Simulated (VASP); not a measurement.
Set up this calculation in VASP 6.6.1, as the native input.

```
Task                   : single point
Functional             : PBE
Potentials or basis    : VASP PAW PBE potentials, release 64 (Rh_pv)
Cutoff                 : 520 eV
k mesh                 : 22 × 22 × 22
Occupations            : methfessel-paxton, width 0.02 eV
Spin                   : no spin polarisation
Dipole correction      : no
Further INCAR settings : ALGO = Fast; EDIFF = 1e-06; NBANDS = 14
```

The structure of Rh lies in POSCAR:

```
Rh
1.0
    0.0000000000      1.9015500000      1.8064725000
    1.9015500000      0.0000000000      1.8064725000
    1.9015500000      1.9015500000      0.0000000000
Rh
1
Direct
    0.0000000000      0.0000000000      0.0000000000
```

This cell differs from its parent crystal: strain +0.000 along x and y, -0.050 along z.

One way to write it, as run:

INCAR

```
ALGO = Fast ; EDIFF = 1E-6
ENCUT = 520 ; GGA = PE
ISIF = 2 ; ISMEAR = 1
LASPH = True ; LCHARG = False
LREAL = False ; LWAVE = False
NBANDS = 14 ; NELM = 60
PREC = Accurate ; SIGMA = 0.02
```

KPOINTS

```
k-points
0
Gamma
  22 22 22
```

Potentials or basis: VASP PAW PBE potentials, release 64 (Rh_pv).

Launch:

```sh
$ cat potpaw_PBE.64/Rh_pv/POTCAR > POTCAR
$ mpirun -np 1 vasp_std > vasp.out
```

It gave:

The pressure is 22.8 GPa.

Caveat: the cell differs from its parent crystal (strain +0.000 along x and y, -0.050 along z).

Run time: 51 s on 1 thread of Intel(R) Xeon(R) 6975P-C (Granite Rapids) (shared host), peak memory 0.24 GiB.
